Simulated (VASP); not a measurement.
AlRu, 2 atoms in the cell. It takes space group Cmmm (No. 65, orthorhombic). Conventional cell: a = 4.120 Å, b = 4.342 Å, c = 2.992 Å, α = 90.00°, β = 90.00°, γ = 90.00°. Within 3.4 Å of Al (site symmetry mmm) lie 8 Ru at 2.55 to 2.64 Å and 6 Al at 2.99 Å. Within 3.4 Å of Ru (site symmetry mmm) lie 8 Al at 2.55 to 2.64 Å and 6 Ru at 2.99 Å.  This cell differs from its parent crystal: strain +0.0525 x Voigt [0, 0, 0, 0, 1, 0].

```yaml
Program: VASP 6.6.1
Task: single point
Functional: PBEsol
Potentials_or_basis: VASP PAW PBE potentials, release 64 (Al, Ru_pv)
Cutoff: 520 eV
k_mesh: 16 × 16 × 16
Occupations: gaussian, width 0.15 eV
Spin: no spin polarisation
Dipole_correction: no
Further_INCAR_settings: ALGO = Fast; EDIFF = 1e-06; NBANDS = 16
```

Potentials or basis: VASP PAW PBE potentials, release 64 (Al, Ru_pv).

Run with:

```sh
$ cat potpaw_PBE.64/Al/POTCAR potpaw_PBE.64/Ru_pv/POTCAR > POTCAR
$ mpirun -np 1 vasp_std > vasp.out
```

Hardware: 1 thread of Intel(R) Xeon(R) Platinum 8259CL CPU @ 2.50GHz (Skylake/Cascade Lake) (shared host).

**Question.** Estimate the wall time of this run.

**Answer.** Run time: 2.2 min on 1 thread of Intel(R) Xeon(R) Platinum 8259CL CPU @ 2.50GHz (Skylake/Cascade Lake), on a shared host, peak memory 0.37 GiB. Counts: scf iterations 13, k points 657.
